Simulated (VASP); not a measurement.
# WC (R-3m) in VASP: notebook

Runs on WC. Level: r2SCAN. Tasks: single point.

All numbers are computed with VASP 6.6.1; they aren't measurements. Logs are shortened: lines on timing, memory, paths and dates and some standing lists are left out, and cuts for length are marked.

### Step 1. The cell of the first run

Symmetry: R-3m, No. 166, trigonal system. Conventional cell: a = 3.116 Å, b = 3.116 Å, c = 7.520 Å, α = 90.00°, β = 90.00°, γ = 120.00°. W (site symmetry -3m) has 6 C at 2.19 Å within 2.9 Å. C (site symmetry -3m) has 6 W at 2.19 Å within 2.9 Å.

### Step 2. Single point, r2SCAN

POSCAR

```
WC
1.0
   -0.0219268400      2.1817205800      2.1817205800
    2.1817205800     -0.0219268400      2.1817205800
    2.1817205800      2.1817205800     -0.0219268400
W C
1 1
Direct
    0.0000000000      0.0000000000      0.0000000000
    0.5000000000      0.5000000000      0.5000000000
```

INCAR.step1

```
SYSTEM = WC
PREC = Accurate
ENCUT = 910
ISMEAR = -1
SIGMA = 0.1
LREAL = .FALSE.
LASPH = .TRUE.
NELM = 120
NBANDS = 16
GGA = PE
ALGO = Normal
EDIFF = 1E-5
LWAVE = .TRUE.
LCHARG = .FALSE.
GGA_COMPAT = .FALSE.
```

INCAR.step2

```
SYSTEM = WC
PREC = Accurate
ENCUT = 910
EDIFF = 1E-6
ISMEAR = -1
SIGMA = 0.1
LREAL = .FALSE.
LASPH = .TRUE.
NELM = 120
ALGO = Normal
ISIF = 2
LWAVE = .FALSE.
LCHARG = .FALSE.
METAGGA = R2SCAN
LMIXTAU = .TRUE.
NBANDS = 16
ISTART = 1
GGA_COMPAT = .FALSE.
```

KPOINTS

```
regular mesh
0
G
  14 14 14
  0 0 0
```

Potentials or basis: VASP PAW PBE potentials, release 64 (W_sv, C_h).

Command:

```console
$ cat potpaw_PBE.64/W_sv/POTCAR potpaw_PBE.64/C_h/POTCAR > POTCAR
$ cp INCAR.step1 INCAR
$ mpirun -np 1 vasp_std > vasp.out
$ cp INCAR.step2 INCAR
$ mpirun -np 1 vasp_std > vasp.out
```

OUTCAR:

```text
SYSTEM = WC
   PREC = Accurate
   ENCUT = 910
   EDIFF = 1E-6
   ISMEAR = -1
   LREAL = .FALSE.
   LASPH = .TRUE.
   NELM = 120
   ISIF = 2
   METAGGA = R2SCAN
   ISTART = 1

 ion  position               nearest neighbor table
   1  0.000  0.000  0.000-   2 2.19   2 2.19   2 2.19   2 2.19   2 2.19   2 2.19
   2  0.500  0.500  0.500-   1 2.19   1 2.19   1 2.19   1 2.19   1 2.19   1 2.19

  LATTYP: Found a trigonal (rhomboedric) cell.
 ALAT       =     3.0854967452
 COS(alpha) =     0.4899250057

  Lattice vectors:

 A1 = (  -0.0219268400,   2.1817205800,   2.1817205800)
 A2 = (   2.1817205800,  -0.0219268400,   2.1817205800)
 A3 = (   2.1817205800,   2.1817205800,  -0.0219268400)

Analysis of symmetry for initial positions (statically):
=====================================================================
 Subroutine PRICEL returns:
 Original cell was already a primitive cell.

 Routine SETGRP: Setting up the symmetry group for a
 trigonal (rhombohedral) supercell.

 Subroutine GETGRP returns: Found 12 space group operations
 (whereof 12 operations were pure point group operations)
 out of a pool of 12 trial point group operations.

The static configuration has the point symmetry D_3d.

Analysis of symmetry for dynamics (positions and initial velocities):
=====================================================================
 Subroutine PRICEL returns:
 Original cell was already a primitive cell.

 Routine SETGRP: Setting up the symmetry group for a
 trigonal (rhombohedral) supercell.

 Subroutine GETGRP returns: Found 12 space group operations
 (whereof 12 operations were pure point group operations)
 out of a pool of 12 trial point group operations.

The dynamic configuration has the point symmetry D_3d.

 Subroutine INISYM returns: Found 12 space group operations
 (whereof 12 operations are pure point group operations),
 and found     1 'primitive' translations

----------------------------------------------------------------------------------------

                                     Primitive cell

  volume of cell :      21.0827

  direct lattice vectors                    reciprocal lattice vectors
    -0.021926840  2.181720580  2.181720580    -0.225750609  0.228042494  0.228042494
     2.181720580 -0.021926840  2.181720580     0.228042494 -0.225750609  0.228042494
     2.181720580  2.181720580 -0.021926840     0.228042494  0.228042494 -0.225750609

  length of vectors
     3.085496745  3.085496745  3.085496745     0.393662413  0.393662413  0.393662413

  position of ions in fractional coordinates (direct lattice)
     0.000000000  0.000000000  0.000000000
     0.500000000  0.500000000  0.500000000

  ion indices of the primitive-cell ions
   primitive index   ion index
                 1           1
                 2           2

----------------------------------------------------------------------------------------

 KPOINTS: regular mesh

Automatic generation of k-mesh.
 Grid dimensions read from file:
 generate k-points for:   14   14   14

 Generating k-lattice:

  Cartesian coordinates                     Fractional coordinates (reciprocal lattice)
    -0.016125044  0.016288750  0.016288750     0.071428571 -0.000000000 -0.000000000
     0.016288750 -0.016125044  0.016288750    -0.000000000  0.071428571 -0.000000000
     0.016288750  0.016288750 -0.016125044    -0.000000000 -0.000000000  0.071428571

  Length of vectors
     0.028118744  0.028118744  0.028118744

  Shift w.r.t. Gamma in fractional coordinates (k-lattice)
     0.000000000  0.000000000  0.000000000

 Subroutine IBZKPT returns following result:
 ===========================================

 Found    288 irreducible k-points:

 Following reciprocal coordinates:
            Coordinates               Weight
  0.000000  0.000000  0.000000      1.000000
  0.071429  0.000000  0.000000      6.000000
  0.142857 -0.000000 -0.000000      6.000000
  0.214286  0.000000 -0.000000      6.000000
  0.285714  0.000000 -0.000000      6.000000
  0.357143  0.000000 -0.000000      6.000000
[... 16 lines left out ...]
  0.214286  0.142857 -0.000000     12.000000
  0.285714  0.142857 -0.000000     12.000000
 [... further k-points ...]
   k-points           NKPTS =    288   k-points in BZ     NKDIM =    288   number of bands    NBANDS=     16
   number of dos      NEDOS =    301   number of ions     NIONS =      2
   total plane-waves  NPLWV =  27000
   dimension x,y,z NGX =    30 NGY =   30 NGZ =   30
   dimension x,y,z NGXF=    60 NGYF=   60 NGZF=   60
   ions per type =               1   1
   NGX,Y,Z   is equivalent  to a cutoff of  16.16, 16.16, 16.16 a.u.
   NGXF,Y,Z  is equivalent  to a cutoff of  32.33, 32.33, 32.33 a.u.
 SYSTEM =  WC
   PREC   = accura    normal or accurate (medium, high low for compatibility)
   ISTART =      1    job   : 0-new  1-cont  2-samecut
   ICHARG =      0    charge: 1-file 2-atom 10-const
   ISPIN  =      1    spin polarized calculation?
   LNONCOLLINEAR =      F non collinear calculations
   LSORBIT =      F    spin-orbit coupling
   LASPH  =      T    aspherical Exc in radial PAW
   ENCUT  =  910.0 eV  66.88 Ry    8.18 a.u.   7.59  7.59  7.59*2*pi/ulx,y,z
   NELM   =    120;   NELMIN=  2; NELMDL=  0     # of ELM steps
   EDIFF  = 0.1E-05   stopping-criterion for ELM
   LREAL  =      F    real-space projection
   EDIFFG = 0.1E-04   stopping-criterion for IOM
   NSW    =      0    number of steps for IOM
   IBRION =     -1    ionic relax: 0-MD 1-quasi-New 2-CG
   NFREE  =      0    steps in history (QN), initial steepest desc. (CG)
   ISIF   =      2    stress and relaxation
   ISYM   =      2    0-nonsym 1-usesym 2-fastsym
   POTIM  = 0.5000    time-step for ionic-motion
   TEBEG  =    0.0;   TEEND  =   0.0 temperature during run
   PSTRESS=    0.0 pullay stress
   NELECT =      18.0000    total number of electrons
   NUPDOWN=      -1.0000    fix difference up-down
   EMIN   =  10.00;   EMAX   =-10.00  energy-range for DOS
   EFERMI =   0.00;   METHOD = LEGACY
   ISMEAR =    -1;   SIGMA  =   0.10  broadening in eV -4-tet -1-fermi 0-gaus
   EFERMI_NEDOS =   21; number of points for ismear=-14 and -15
   IALGO  =     38    algorithm
   IMIX   =      4    mixing-type and parameters
     AMIX     =   0.40;   BMIX     =  1.00
     AMIX_MAG =   1.60;   BMIX_MAG =  1.00
  volume/ion in A,a.u.               =      10.54        71.14
  Fermi-wavevector in a.u.,A,eV,Ry     =   1.553068  2.934873 32.817534  2.412021
  Thomas-Fermi vector in A             =   2.657352
   LORBIT       =      0    0 simple, 1 ext, 2 COOP (PROOUT), +10 PAW based schemes
   METAGGA = R2SCAN    functional components
   LHFCALC =     F    Hartree Fock is set to
   AEXX    =    0.0000 exact exchange contribution
   IVDW    =     0    specifies the selected vdW correction
   LEPSILON=     F    determine dielectric tensor
   LRPA    =     F    only Hartree local field effects (RPA)
 non-spin polarized calculation
  energy-cutoff  :      910.00
  volume of cell :       21.08
 maximum number of plane-waves:      1333
   NGX = 15   NGY = 15   NGZ = 15

 number of electron      18.0000000 magnetization

 Free energy of the ion-electron system (eV)
  ---------------------------------------------------
  ext. energy  EPLUGINS =         0.00000000
  ---------------------------------------------------
  free energy    TOTEN  =       -60.64380351 eV

  energy without entropy =      -60.61008839  energy(sigma->0) =      -60.62694595

 E-fermi :  12.7295     XC(G=0): -14.8553

 val. band max:       12.7291274299   @ k =  -0.1429   0.0714  -0.0000
 cond. band min:      12.7307426181   @ k =  -0.4286   0.3571   0.2857
 fundamental gap:      0.0016151882
 Fermi energy:        12.7294988876

 k-point     1 :       0.0000    0.0000    0.0000
  band No.  band energies     occupation
      1     -64.7292      2.00000
      2     -28.0713      2.00000
      3     -28.0713      2.00000
      4     -28.0493      2.00000
      5      -3.9766      2.00000
      6       9.8157      2.00000
[... 8 lines left out ...]
     15      23.3304      0.00000
     16      36.4836      0.00000

 k-point     2 :       0.0714    0.0000    0.0000
  band No.  band energies     occupation
      1     -64.7272      2.00000
      2     -28.1016      2.00000
      3     -28.0744      2.00000
      4     -28.0545      2.00000
      5      -3.8296      2.00000
      6       9.2807      2.00000
[... 8 lines left out ...]
     15      23.6604      0.00000
     16      34.9990      0.00000

 k-point     3 :       0.1429   -0.0000   -0.0000
  band No.  band energies     occupation
      1     -64.7215      2.00000
      2     -28.1896      2.00000
      3     -28.0828      2.00000
      4     -28.0650      2.00000
      5      -3.4019      2.00000
      6       8.1455      2.00000
[... 8 lines left out ...]
     15      24.5230      0.00000
     16      32.6492      0.00000

 k-point     4 :       0.2143    0.0000   -0.0000
  band No.  band energies     occupation
      1     -64.7134      2.00000
      2     -28.3154      2.00000
      3     -28.0950      2.00000
      4     -28.0793      2.00000
      5      -2.7307      2.00000
      6       6.8441      2.00000
[... 8 lines left out ...]
     15      25.4357      0.00000
     16      31.0672      0.00000
[... 324 lines left out ...]
 k-point    22 :       0.1429    0.1429   -0.0000
  band No.  band energies     occupation
      1     -64.7187      2.00000
      2     -28.1770      2.00000
      3     -28.1138      2.00000
      4     -28.0974      2.00000
      5      -3.2439      2.00000
      6       7.3114      2.00000
[... 8 lines left out ...]
     15      25.0194      0.00000
     16      32.5023      0.00000

 k-point    23 :       0.2143    0.1429   -0.0000
  band No.  band energies     occupation
      1     -64.7125      2.00000
      2     -28.2606      2.00000
      3     -28.1261      2.00000
      4     -28.1164      2.00000
      5      -2.7981      2.00000
      6       6.4231      2.00000
[... 8 lines left out ...]
     15      25.8990      0.00000
     16      30.4081      0.00000

 k-point    24 :       0.2857    0.1429   -0.0000
  band No.  band energies     occupation
      1     -64.7046      2.00000
      2     -28.3756      2.00000
      3     -28.1405      2.00000
      4     -28.1331      2.00000
      5      -2.1641      2.00000
      6       5.5860      2.00000
[... 8 lines left out ...]
     15      26.3206      0.00000
     16      28.7171      0.00000

 [... further k-points ...]
[... 5 lines left out ...]
  --------------------------------------------------------------------------------------
  -------------------------------------------------------------------------------------
  Total       -0.4655642     -0.4655642     -0.4655642      0.1379360      0.1379360      0.1379360
  in kB      -35.3805628    -35.3805628    -35.3805628     10.4824476     10.4824476     10.4824476
  external PRESSURE =     -35.3805628 kB  Pullay stress =       0.0000000 kB

 VOLUME and BASIS-vectors are now :
 -----------------------------------------------------------------------------
  energy-cutoff  :      910.00
  volume of cell :       21.08
      direct lattice vectors                 reciprocal lattice vectors
    -0.021926840  2.181720580  2.181720580    -0.225750609  0.228042494  0.228042494
     2.181720580 -0.021926840  2.181720580     0.228042494 -0.225750609  0.228042494
     2.181720580  2.181720580 -0.021926840     0.228042494  0.228042494 -0.225750609

 POSITION                                       TOTAL-FORCE (eV/Angst)
 -----------------------------------------------------------------------------------
      0.00000      0.00000      0.00000         0.000000     -0.000000      0.000000
      2.17076      2.17076      2.17076        -0.000000      0.000000     -0.000000
 -----------------------------------------------------------------------------------
    total drift:                               -0.000000      0.000000      0.000000

  FREE ENERGIE OF THE ION-ELECTRON SYSTEM (eV)
  ---------------------------------------------------
  free  energy   TOTEN  =       -60.6438035130 eV

  energy  without entropy=      -60.6100883924  energy(sigma->0) =      -60.62694595
```

Wall time 12 min (1 thread of Intel Xeon 6975P-C (Granite Rapids), shared host); peak memory 0.35 GiB.

What came out:

```yaml
Free_energy: -60.6438 eV
Pressure: -3.5 GPa
Band_gap_on_the_k_mesh: zero (bands 9 and 10 overlap by 3.43 eV)
```

Stress tensor (GPa, compression positive):
```
-3.54  1.05  1.05
 1.05 -3.54  1.05
 1.05  1.05 -3.54
```

Levels at points of the mesh, in eV from the Fermi level:
```tsv
k point	band 5	band 6	band 7	band 8	band 9	band 10	band 11	band 12	band 13	band 14
(0.00, 0.00, 0.00)	-16.71	-2.91	-2.91	-2.69	-1.20	-1.20	-1.07	-1.02	-1.02	7.03
(0.50, 0.00, 0.00)	-12.09	-10.20	-6.99	-6.81	0.97	1.15	2.49	5.40	9.09	9.19
(0.50, 0.50, 0.00)	-14.50	-5.90	-5.88	-2.77	-2.63	0.85	2.33	2.35	5.71	7.68
(0.50, 0.50, 0.50)	-11.99	-10.16	-7.03	-7.03	1.17	1.17	2.58	5.25	9.28	9.28
```

Caveat: the cell stands under tension; the PAW data sets were made with another functional, which shifts forces and pressure a little; spin-orbit coupling is left out, which moves the levels of the heavy elements.

### Step 3. Single point, r2SCAN

POSCAR

```
WC
1.0
    0.0219268400      2.2036474200      2.2036474200
    2.2036474200      0.0219268400      2.2036474200
    2.2036474200      2.2036474200      0.0219268400
W C
1 1
Direct
    0.0000000000      0.0000000000      0.0000000000
    0.5000000000      0.5000000000      0.5000000000
```

INCAR.step1

```
PREC = Accurate ; ENCUT = 910
ISMEAR = -1 ; SIGMA = 0.1
LREAL = F ; LASPH = T
NELM = 120 ; NBANDS = 16
GGA = PE ; ALGO = Normal
EDIFF = 1E-5 ; LWAVE = T
LCHARG = F ; GGA_COMPAT = F
```

INCAR.step2

```
PREC = Accurate ; ENCUT = 910
EDIFF = 1E-6 ; ISMEAR = -1
SIGMA = 0.1 ; LREAL = F
LASPH = T ; NELM = 120
ALGO = Normal ; ISIF = 2
LWAVE = F ; LCHARG = F
METAGGA = R2SCAN ; LMIXTAU = T
NBANDS = 16 ; ISTART = 1
GGA_COMPAT = F
```

KPOINTS

```
regular mesh
0
Gamma
  14 14 14
```

Potentials or basis: VASP PAW PBE potentials, release 64 (W_sv, C_h).

Command:

```console
$ cat potpaw_PBE.64/W_sv/POTCAR potpaw_PBE.64/C_h/POTCAR > POTCAR
$ cp INCAR.step1 INCAR
$ mpirun -np 1 vasp_std > vasp.out
$ cp INCAR.step2 INCAR
$ mpirun -np 1 vasp_std > vasp.out
```

OUTCAR:

```text
PREC = Accurate
   ENCUT = 910
   EDIFF = 1E-6
   ISMEAR = -1
   LREAL = F
   LASPH = T
   NELM = 120
   ISIF = 2
   METAGGA = R2SCAN
   ISTART = 1

 ion  position               nearest neighbor table
   1  0.000  0.000  0.000-   2 2.19   2 2.19   2 2.19   2 2.19   2 2.19   2 2.19
   2  0.500  0.500  0.500-   1 2.19   1 2.19   1 2.19   1 2.19   1 2.19   1 2.19

  LATTYP: Found a trigonal (rhomboedric) cell.
 ALAT       =     3.1165052045
 COS(alpha) =     0.5099250056

  Lattice vectors:

 A1 = (   0.0219268400,   2.2036474200,   2.2036474200)
 A2 = (   2.2036474200,   0.0219268400,   2.2036474200)
 A3 = (   2.2036474200,   2.2036474200,   0.0219268400)

Analysis of symmetry for initial positions (statically):
=====================================================================
 Subroutine PRICEL returns:
 Original cell was already a primitive cell.

 Routine SETGRP: Setting up the symmetry group for a
 trigonal (rhombohedral) supercell.

 Subroutine GETGRP returns: Found 12 space group operations
 (whereof 12 operations were pure point group operations)
 out of a pool of 12 trial point group operations.

The static configuration has the point symmetry D_3d.
[... 154 lines left out ...]
  ext. energy  EPLUGINS =         0.00000000
  ---------------------------------------------------
  free energy    TOTEN  =       -60.64383982 eV

  energy without entropy =      -60.61003984  energy(sigma->0) =      -60.62693983

 E-fermi :  12.7295     XC(G=0): -14.8553

 val. band max:       12.7289466753   @ k =  -0.3571   0.0714   0.0000
 cond. band min:      12.7367538884   @ k =   0.2143   0.0714   0.0714
 fundamental gap:      0.0078072132
 Fermi energy:        12.7294849258

 k-point     1 :       0.0000    0.0000    0.0000
  band No.  band energies     occupation
      1     -64.7292      2.00000
      2     -28.0790      2.00000
      3     -28.0565      2.00000
      4     -28.0565      2.00000
      5      -3.9766      2.00000
      6       9.7455      2.00000
[... 433 lines left out ...]
      3     -28.1535      2.00000
      4     -28.1298      2.00000
      5      -2.1587      2.00000
      6       5.6093      2.00000
[... 8 lines left out ...]
     15      26.3826      0.00000
     16      28.6703      0.00000

 [... further k-points ...]
[... 5 lines left out ...]
  --------------------------------------------------------------------------------------
  -------------------------------------------------------------------------------------
  Total       -0.4681895     -0.4681895     -0.4681895     -0.1347860     -0.1347860     -0.1347860
  in kB      -35.5800554    -35.5800554    -35.5800554    -10.2430614    -10.2430614    -10.2430614
  external PRESSURE =     -35.5800554 kB  Pullay stress =       0.0000000 kB

 VOLUME and BASIS-vectors are now :
 -----------------------------------------------------------------------------
  energy-cutoff  :      910.00
  volume of cell :       21.08
      direct lattice vectors                 reciprocal lattice vectors
     0.021926840  2.203647420  2.203647420    -0.230311458  0.228042380  0.228042380
     2.203647420  0.021926840  2.203647420     0.228042380 -0.230311458  0.228042380
     2.203647420  2.203647420  0.021926840     0.228042380  0.228042380 -0.230311458

 POSITION                                       TOTAL-FORCE (eV/Angst)
 -----------------------------------------------------------------------------------
      0.00000      0.00000      0.00000         0.000000     -0.000000      0.000000
      2.21461      2.21461      2.21461        -0.000000      0.000000     -0.000000
 -----------------------------------------------------------------------------------
    total drift:                                0.000000     -0.000000     -0.000000

  FREE ENERGIE OF THE ION-ELECTRON SYSTEM (eV)
  ---------------------------------------------------
  free  energy   TOTEN  =       -60.6438398244 eV

  energy  without entropy=      -60.6100398394  energy(sigma->0) =      -60.62693983
```

OUTCAR.step1:

```text
PREC = Accurate
   ENCUT = 910
   ISMEAR = -1
   LREAL = F
   LASPH = T
   NELM = 120
[... 675 lines left out ...]
 -----------------------------------------------------------------------------------
      0.00000      0.00000      0.00000         0.000000     -0.000000      0.000000
      2.21461      2.21461      2.21461         0.000000      0.000000     -0.000000
 -----------------------------------------------------------------------------------
    total drift:                                0.000000     -0.000000     -0.000000

  FREE ENERGIE OF THE ION-ELECTRON SYSTEM (eV)
  ---------------------------------------------------
  free  energy   TOTEN  =       -21.5742511390 eV

  energy  without entropy=      -21.5394042990  energy(sigma->0) =      -21.55682772
```

It took 3.7 min on 1 thread of Intel Xeon 6975P-C (Granite Rapids), shared host; peak memory 0.36 GiB.

Results:

| Quantity | Value |
| --- | --- |
| Free energy | -60.6438 eV |
| Pressure | -3.6 GPa |
| Band gap on the k mesh | zero (bands 9 and 10 overlap by 3.19 eV) |

Stress tensor (GPa, compression positive):
```
-3.56 -1.02 -1.02
-1.02 -3.56 -1.02
-1.02 -1.02 -3.56
```

Levels at points of the mesh, in eV from the Fermi level:
| k point | band 6 | band 7 | band 8 | band 9 | band 10 | band 11 | band 12 | band 13 |
| --- | --- | --- | --- | --- | --- | --- | --- | --- |
| (0.00, 0.00, 0.00) | -2.98 | -2.77 | -2.77 | -1.24 | -1.11 | -1.11 | -1.02 | -1.02 |
| (0.50, 0.00, 0.00) | -10.18 | -7.05 | -6.87 | 1.00 | 1.22 | 2.55 | 5.32 | 9.16 |
| (0.50, 0.50, 0.00) | -5.90 | -5.88 | -2.77 | -2.63 | 0.85 | 2.34 | 2.35 | 5.71 |
| (0.50, 0.50, 0.50) | -10.22 | -6.83 | -6.83 | 1.02 | 1.02 | 2.40 | 5.47 | 9.08 |

Caveat: the cell stands under tension; the PAW data sets were made with another functional, which shifts forces and pressure a little; spin-orbit coupling is left out, which moves the levels of the heavy elements.
